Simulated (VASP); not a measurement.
Al3Cl: single point with PBE

The system is Al3Cl.

```
CELL_PARAMETERS angstrom
5.72259 0.00000 0.00000
-2.86130 4.95591 0.00000
0.00000 0.00000 2.92586
ATOMIC_POSITIONS crystal
Al 0.50000 0.00000 0.00000
Al 0.00000 0.50000 0.00000
Al 0.50000 0.50000 0.00000
Cl 0.00000 0.00000 0.50000
```

```json
{
  "Program": "VASP 6.6.1",
  "Task": "single point",
  "Functional": "PBE",
  "Potentials or basis": "VASP PAW PBE potentials, release 64 (Al, Cl)",
  "Cutoff": "520 eV",
  "k mesh": "6 × 6 × 4",
  "Occupations": "gaussian, width 0.1 eV",
  "Spin": "no spin polarisation"
}
```

```json
{"Pressure": "0.2 GPa", "Band gap on the k mesh": "zero (band 8 reaches 6.65 eV, above the bottom of band 9 at 4.69 eV)"}
```

Stress tensor (GPa, compression positive):
```
0.20 0.00 0.00
0.00 0.20 0.00
0.00 0.00 0.08
```

Levels at points of the mesh, in eV from the Fermi level:
```csv
k point,band 5,band 6,band 7,band 8,band 9,band 10,band 11,band 12
"(0.00, 0.00, 0.00)",-3.71,-3.68,-3.68,-1.16,1.78,1.78,5.52,6.81
"(0.50, 0.00, 0.00)",-3.24,-1.87,-1.67,-1.14,1.03,2.10,2.78,3.85
"(0.00, 0.00, 0.50)",-3.60,-3.19,-1.05,0.36,0.36,0.58,0.58,0.61
"(0.50, 0.00, 0.50)",-3.92,-2.83,-1.64,-0.83,-0.79,1.16,1.69,3.99
```

Run time: 55 s on 1 thread of AMD EPYC 7571, with other jobs on the host, peak memory 0.19 GiB.

Caveat: the k points lie up to 0.54 Å⁻¹ apart.
